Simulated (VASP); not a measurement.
Set up this calculation in VASP 6.6.1, as the native input.

```yaml
Task: single point
Functional: PBE
Potentials_or_basis: VASP PAW PBE potentials, release 64 (Be)
Cutoff: 520 eV
k_mesh: 18 × 18 × 4
Occupations: gaussian, width 0.1 eV
Spin: no spin polarisation
Dipole_correction: no
Further_INCAR_settings: ALGO = Normal; EDIFF = 1e-06; NBANDS = 12
```

The structure of Be lies in POSCAR:

```
Be
1.0
    2.7892270461      0.0000000000      0.0000000000
   -1.3946135230      2.4155414788      0.0000000000
    0.0000000000      0.0000000000      9.9125428618
Be
4
Direct
    0.0000000000      0.0000000000      0.0000000000
    0.3333333300      0.6666666700      0.2500000000
    0.0000000000      0.0000000000      0.5000000000
    0.6666666700      0.3333333300      0.7500000000
```

This cell differs from its parent crystal: Ca replaced by Be, lengths x 0.727, strained.

The input as run:

INCAR

```
SYSTEM = Be
ALGO = Normal
EDIFF = 1E-6
ENCUT = 520
GGA = PE
ISIF = 2
ISMEAR = 0
LASPH = .True.
LCHARG = .False.
LREAL = .False.
LWAVE = .False.
NBANDS = 12
NELM = 100
PREC = Accurate
SIGMA = 0.1
```

KPOINTS

```
k-points
0
Gamma
  18 18 4
  0 0 0
```

Potentials or basis: VASP PAW PBE potentials, release 64 (Be).

Launch:

```console
$ cat potpaw_PBE.64/Be/POTCAR > POTCAR
$ mpirun -np 1 vasp_std > vasp.out
```

Results of the run:

```yaml
Pressure: -24.4 GPa
Band_gap_on_the_k_mesh: zero (bands 4 and 5 overlap by 2.57 eV)
```

Caveat: the cell differs from its parent crystal (Ca replaced by Be, lengths x 0.727, strained); the cell stands under tension.

Wall time 67 s on 1 thread of AMD EPYC 7R43 64-Core Processor (Zen 3) (shared host), peak memory 0.2 GiB.
